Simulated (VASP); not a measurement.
Set up this calculation in VASP 6.6.1, as the native input.

```
Task                   : single point
Functional             : PBE
Potentials or basis    : VASP PAW PBE potentials, release 64 (Hf_pv)
Cutoff                 : 520 eV
k mesh                 : 16 × 16 × 10
Occupations            : gaussian, width 0.05 eV
Spin                   : no spin polarisation
Dipole correction      : no
Further INCAR settings : ALGO = Fast; EDIFF = 1e-07; NBANDS = 17
```

The structure of Hf lies in POSCAR:

```
Hf
1.0
    3.2479581890      0.0000000000      0.0000000000
   -1.6239790945      2.8128143021      0.0000000000
    0.0000000000      0.0000000000      5.1321563962
Hf
2
Direct
    0.3333333333      0.6666666667      0.2500000000
    0.6666666667      0.3333333333      0.7500000000
```

The input as run:

INCAR

```
  PREC = Accurate
  ENCUT = 520
  EDIFF = 1E-7
  ISMEAR = 0
  SIGMA = 0.05
  LREAL = F
  LASPH = T
  NELM = 60
  ALGO = Fast
  ISIF = 2
  LWAVE = F
  LCHARG = F
  GGA = PE
  NBANDS = 17
```

KPOINTS

```
Automatic mesh
0
Gamma
  16 16 10
```

Potentials or basis: VASP PAW PBE potentials, release 64 (Hf_pv).

The run is started by

```bash
$ cat potpaw_PBE.64/Hf_pv/POTCAR > POTCAR
$ mpirun -np 1 vasp_std > vasp.out
```

Results of the run:

- Pressure: -4.3 GPa
- Band gap on the k mesh: zero (bands 10 and 11 overlap by 1.56 eV)

Caveat: the cell stands under tension; spin-orbit coupling is left out, which moves the levels of the heavy elements.

Run time: 2.1 min on 1 thread of Intel Xeon 8259CL (shared host), peak memory 0.25 GiB.
